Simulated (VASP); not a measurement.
# Sc in VASP: notebook

The runs below take Sc through single point, with PBE.

All numbers are computed with VASP 6.6.1; they aren't measurements. Logs are shortened: lines on timing, memory, paths and dates and some standing lists are left out, and cuts for length are marked.

### 1 The cell of the first run

It takes space group P6_122 (No. 178, hexagonal). Conventional cell: a = 3.246 Å, b = 3.246 Å, c = 16.347 Å, α = 90.00°, β = 90.00°, γ = 120.00°. Within 4.1 Å of Sc (site symmetry 2) lie 14 Sc at 3.14 to 3.92 Å.

### 2 Single point, PBE

The input, INCAR:

```
SYSTEM = Sc
PREC     = Accurate       ! precision mode
ENCUT    = 520            ! plane-wave cutoff, eV
EDIFF    = 1E-6           ! SCF threshold, eV
ISMEAR   = -1             ! smearing method
SIGMA    = 0.05           ! smearing width, eV
LREAL    = .FALSE.        ! projectors in reciprocal space
LASPH    = .TRUE.         ! aspherical terms in the spheres
NELM     = 60             ! most SCF steps
ALGO     = Fast           ! electronic algorithm
ISIF     = 2              ! what is computed and relaxed
LWAVE    = .FALSE.        ! write WAVECAR
LCHARG   = .FALSE.        ! write CHGCAR
GGA      = PE             ! functional
NBANDS   = 42             ! bands
```

The input, KPOINTS:

```
Automatic mesh
0
G
  9 9 2
  0 0 0
```

The input, POSCAR:

```
Sc
1.0
    3.2463827195      0.0000000000      0.0000000000
   -1.6231913597      2.8114499055      0.0000000000
    0.0000000000      0.0000000000     16.3469753200
Sc
6
Direct
    0.5200554400      0.5200554400      0.6666666667
    0.0000000000      0.5200554400      0.8333333333
    0.4799445600      0.4799445600      0.1666666667
    0.0000000000      0.4799445600      0.3333333333
    0.4799445600      0.0000000000      0.0000000000
    0.5200554400      0.0000000000      0.5000000000
```

Potentials or basis: VASP PAW PBE potentials, release 64 (Sc_sv).

Run with:

```bash
> cat potpaw_PBE.64/Sc_sv/POTCAR > POTCAR
> mpirun -np 1 vasp_std > vasp.out
```

OUTCAR:

```text
SYSTEM = Sc
   PREC = Accurate
   ENCUT = 520
   EDIFF = 1E-6
   ISMEAR = -1
   LREAL = .FALSE.
   LASPH = .TRUE.
   NELM = 60
   ISIF = 2
   GGA = PE

 ion  position               nearest neighbor table
   1  0.520  0.520  0.667-   2 3.14   6 3.14   2 3.21   6 3.21
   2  0.000  0.520  0.833-   1 3.14   5 3.14   1 3.21   5 3.21
   3  0.480  0.480  0.167-   4 3.14   5 3.14   4 3.21   5 3.21
   4  0.000  0.480  0.333-   3 3.14   6 3.14   3 3.21   6 3.21
   5  0.480  0.000  0.000-   3 3.14   2 3.14   3 3.21   2 3.21
   6  0.520  0.000  0.500-   1 3.14   4 3.14   1 3.21   4 3.21

  LATTYP: Found a hexagonal cell.
 ALAT       =     3.2463827195
 C/A-ratio  =     5.0354430554

  Lattice vectors:

 A1 = (   3.2463827195,   0.0000000000,   0.0000000000)
 A2 = (  -1.6231913597,   2.8114499055,   0.0000000000)
 A3 = (   0.0000000000,   0.0000000000,  16.3469753200)

Analysis of symmetry for initial positions (statically):
=====================================================================
 Subroutine PRICEL returns:
 Original cell was already a primitive cell.

 Routine SETGRP: Setting up the symmetry group for a
 hexagonal supercell.

 Subroutine GETGRP returns: Found 12 space group operations
 (whereof  2 operations were pure point group operations)
 out of a pool of 24 trial point group operations.

The static configuration has the point symmetry C_2 .
 The point group associated with its full space group is D_6 .

Analysis of symmetry for dynamics (positions and initial velocities):
=====================================================================
 Subroutine PRICEL returns:
 Original cell was already a primitive cell.

 Routine SETGRP: Setting up the symmetry group for a
 hexagonal supercell.

 Subroutine GETGRP returns: Found 12 space group operations
 (whereof  2 operations were pure point group operations)
 out of a pool of 24 trial point group operations.

The dynamic configuration has the point symmetry C_2 .
 The point group associated with its full space group is D_6 .

 Subroutine INISYM returns: Found 12 space group operations
 (whereof  2 operations are pure point group operations),
 and found     1 'primitive' translations

----------------------------------------------------------------------------------------

                                     Primitive cell

  volume of cell :     149.1995
[... 96 lines left out ...]
   EDIFF  = 0.1E-05   stopping-criterion for ELM
   LREAL  =      F    real-space projection
   EDIFFG = 0.1E-04   stopping-criterion for IOM
   NSW    =      0    number of steps for IOM
   IBRION =     -1    ionic relax: 0-MD 1-quasi-New 2-CG
   NFREE  =      0    steps in history (QN), initial steepest desc. (CG)
   ISIF   =      2    stress and relaxation
   ISYM   =      2    0-nonsym 1-usesym 2-fastsym
   POTIM  = 0.5000    time-step for ionic-motion
   TEBEG  =    0.0;   TEEND  =   0.0 temperature during run
   PSTRESS=    0.0 pullay stress
   NELECT =      66.0000    total number of electrons
   NUPDOWN=      -1.0000    fix difference up-down
   EMIN   =  10.00;   EMAX   =-10.00  energy-range for DOS
   EFERMI =   0.00;   METHOD = LEGACY
   ISMEAR =    -1;   SIGMA  =   0.05  broadening in eV -4-tet -1-fermi 0-gaus
   EFERMI_NEDOS =   21; number of points for ismear=-14 and -15
   IALGO  =     68    algorithm
   IMIX   =      4    mixing-type and parameters
     AMIX     =   0.40;   BMIX     =  1.00
     AMIX_MAG =   1.60;   BMIX_MAG =  1.00
  volume/ion in A,a.u.               =      24.87       167.81
  Fermi-wavevector in a.u.,A,eV,Ry     =   1.247384  2.357215 21.170229  1.555968
  Thomas-Fermi vector in A             =   2.381519
   LORBIT       =      0    0 simple, 1 ext, 2 COOP (PROOUT), +10 PAW based schemes
   GGA     = PE    functional components
   LHFCALC =     F    Hartree Fock is set to
   AEXX    =    0.0000 exact exchange contribution
   IVDW    =     0    specifies the selected vdW correction
   LEPSILON=     F    determine dielectric tensor
   LRPA    =     F    only Hartree local field effects (RPA)
 non-spin polarized calculation
 RMM-DIIS sequential band-by-band and
  energy-cutoff  :      520.00
  volume of cell :      149.20
 maximum number of plane-waves:      4062
   NGX = 13   NGY = 13   NGZ = 61

 number of electron      65.9999986 magnetization

 Free energy of the ion-electron system (eV)
  ---------------------------------------------------
  ext. energy  EPLUGINS =         0.00000000
  ---------------------------------------------------
  free energy    TOTEN  =       -36.77603869 eV

  energy without entropy =      -36.67794999  energy(sigma->0) =      -36.72699434

 E-fermi :   3.7624     XC(G=0):  -9.8368

 val. band max:        3.7565299993   @ k =   0.2222   0.0000   0.0000
 cond. band min:       3.7711153616   @ k =   0.1111   0.1111   0.0000
 fundamental gap:      0.0145853623
 Fermi energy:         3.7623874175

 k-point     1 :       0.0000    0.0000    0.0000
  band No.  band energies     occupation
      1     -45.8159      2.00000
      2     -45.8011      2.00000
      3     -45.8011      2.00000
      4     -45.7713      2.00000
      5     -45.7713      2.00000
      6     -45.7563      2.00000
[... 1069 lines left out ...]
     41       4.5061      0.00000
     42       4.5061      0.00000

------------------------ aborting loop because EDIFF is reached ----------------------------------------

  FORCE on cell =-STRESS in cart. coord.  units (eV):
  Direction    XX          YY          ZZ          XY          YZ          ZX
  --------------------------------------------------------------------------------------
  -------------------------------------------------------------------------------------
  Total       -0.2291388     -0.2291388     -0.0490185     -0.0000000      0.0000000      0.0000000
  in kB       -2.4606044     -2.4606044     -0.5263851     -0.0000000      0.0000000      0.0000000
  external PRESSURE =      -1.8158646 kB  Pullay stress =       0.0000000 kB

 VOLUME and BASIS-vectors are now :
 -----------------------------------------------------------------------------
  energy-cutoff  :      520.00
  volume of cell :      149.20
      direct lattice vectors                 reciprocal lattice vectors
     3.246382720  0.000000000  0.000000000     0.308035154  0.177844179  0.000000000
    -1.623191360  2.811449905  0.000000000     0.000000000  0.355688358  0.000000000
     0.000000000  0.000000000 16.346975320     0.000000000  0.000000000  0.061173396

 POSITION                                       TOTAL-FORCE (eV/Angst)
 -----------------------------------------------------------------------------------
      0.84415      1.46211     10.89798        -0.023710     -0.041067      0.000000
     -0.84415      1.46211     13.62248         0.023710     -0.041067      0.000000
      0.77904      1.34934      2.72450         0.023710      0.041067     -0.000000
     -0.77904      1.34934      5.44899        -0.023710      0.041067     -0.000000
      1.55808      0.00000      0.00000         0.047420     -0.000000     -0.000000
      1.68830      0.00000      8.17349        -0.047420     -0.000000      0.000000
 -----------------------------------------------------------------------------------
    total drift:                               -0.000000      0.000000     -0.000002

  FREE ENERGIE OF THE ION-ELECTRON SYSTEM (eV)
  ---------------------------------------------------
  free  energy   TOTEN  =       -36.7760386861 eV

  energy  without entropy=      -36.6779499887  energy(sigma->0) =      -36.72699434
```

It took 3.1 min on 1 thread of Intel Xeon Platinum 8488C (Sapphire Rapids), shared host; peak memory 0.3 GiB.

Results:

```yaml
Free_energy: -36.7760 eV
Pressure: -0.2 GPa
Largest_force: 0.047 eV/Å
Band_gap_on_the_k_mesh: zero (bands 33 and 34 overlap by 0.87 eV)
```

Forces on the atoms (eV/Å):
```
Sc  -0.024 -0.041  0.000
Sc   0.024 -0.041  0.000
Sc   0.024  0.041  0.000
Sc  -0.024  0.041  0.000
Sc   0.047  0.000  0.000
Sc  -0.047  0.000  0.000
```

Stress tensor (GPa, compression positive):
```
-0.25  0.00  0.00
 0.00 -0.25  0.00
 0.00  0.00 -0.05
```

### 3 Single point, PBE (atoms moved at random)

The input, INCAR:

```
PREC     = Accurate       # precision mode
ENCUT    = 520            # plane-wave cutoff, eV
EDIFF    = 1E-6           # SCF threshold, eV
ISMEAR   = -1             # smearing method
SIGMA    = 0.05           # smearing width, eV
LREAL    = False          # projectors in reciprocal space
LASPH    = True           # aspherical terms in the spheres
NELM     = 60             # most SCF steps
ALGO     = Fast           # electronic algorithm
ISIF     = 2              # what is computed and relaxed
LWAVE    = False          # write WAVECAR
LCHARG   = False          # write CHGCAR
GGA      = PE             # functional
NBANDS   = 42             # bands
```

The input, KPOINTS:

```
Automatic mesh
0
Gamma
  9 9 2
```

The input, POSCAR:

```
Sc
1.0
    3.2463827195      0.0000000000      0.0000000000
   -1.6231913597      2.8114499055      0.0000000000
    0.0000000000      0.0000000000     16.3469753200
Sc
6
Direct
    0.5161440000      0.5150790000      0.6669480000
   -0.0080300000      0.5258120000      0.8358300000
    0.4578700000      0.4692980000      0.1669480000
    0.0084920000      0.4785780000      0.3343050000
    0.4749630000      0.0060860000     -0.0032830000
    0.5330210000      0.0211130000      0.4977380000
```

Potentials or basis: VASP PAW PBE potentials, release 64 (Sc_sv).

Run with:

```bash
> cat potpaw_PBE.64/Sc_sv/POTCAR > POTCAR
> mpirun -np 1 vasp_std > vasp.out
```

It took 9.7 min on 1 thread of Intel Xeon Platinum 8488C (Sapphire Rapids), shared host; peak memory 0.5 GiB.

The run converged. Its results:

```yaml
Free_energy: -36.7564 eV
Pressure: -0.1 GPa
Largest_force: 0.226 eV/Å
Band_gap_on_the_k_mesh: zero (bands 33 and 34 overlap by 0.84 eV)
```

Forces in eV/Å, atoms in the order of the input:
```
Sc  -0.084 -0.041 -0.018
Sc   0.033 -0.031 -0.184
Sc   0.049  0.019 -0.066
Sc  -0.017  0.071 -0.075
Sc   0.081  0.013  0.211
Sc  -0.062 -0.030  0.130
```

Stress tensor (GPa, compression positive):
```
-0.40  0.45 -0.50
 0.45 -0.08  0.11
-0.50  0.11  0.04
```

Levels at points of the mesh, in eV from the Fermi level:
| k point | band 29 | band 30 | band 31 | band 32 | band 33 | band 34 | band 35 | band 36 | band 37 | band 38 |
| --- | --- | --- | --- | --- | --- | --- | --- | --- | --- | --- |
| (0.00, 0.00, 0.00) | -2.95 | -1.84 | -0.02 | 0.10 | 0.24 | 0.58 | 0.71 | 0.93 | 1.52 | 1.54 |
| (0.00, 0.00, 0.50) | -2.18 | -2.18 | 0.02 | 0.04 | 0.36 | 0.41 | 0.85 | 0.88 | 1.51 | 1.53 |

Caveat: the cell differs from its parent crystal (atoms moved at random).
